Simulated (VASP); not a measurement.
A run of VASP 6.6.1 is set up as follows.

The input INCAR:

```
ALGO     = Normal         # electronic algorithm
EDIFF    = 1E-8           # SCF threshold, eV
ENCUT    = 520            # plane-wave cutoff, eV
ISIF     = 2              # what is computed and relaxed
ISMEAR   = -1             # smearing method
LASPH    = True           # aspherical terms in the spheres
LCHARG   = False          # write CHGCAR
LEFG     = True         
LREAL    = False          # projectors in reciprocal space
LWAVE    = False          # write WAVECAR
NBANDS   = 24             # bands
NELM     = 100            # most SCF steps
PREC     = Accurate       # precision mode
SIGMA    = 0.05           # smearing width, eV
```

File KPOINTS:

```
k-points
0
Gamma
  7 7 8
```

File POSCAR:

```
LaHg2
1.0
    4.9580000000      0.0000000000      0.0000000000
   -2.4790000000      4.2937539520      0.0000000000
    0.0000000000      0.0000000000      3.6400000000
La Hg
1 2
Direct
    0.0000000000      0.0000000000      0.0000000000
    0.3333333333      0.6666666667      0.5000000000
    0.6666666667      0.3333333333      0.5000000000
```

Potentials or basis: VASP PAW LDA potentials, release 64 (La, Hg).

Command:

```sh
$ cat potpaw_LDA.64/La/POTCAR potpaw_LDA.64/Hg/POTCAR > POTCAR
$ mpirun -np 1 vasp_std > vasp.out
```

(1) Estimate the pressure.

(2) What does it give for the band gap on the k mesh?

Results:

(1) -2.6 GPa.

(2) zero (an odd number of electrons rules out a gap without spin polarisation).

Caveat: without QUAD_EFG the Cq values of the log hold for a quadrupole moment of 1 mb, not for the nuclei; spin-orbit coupling is left out, which moves the levels of the heavy elements.
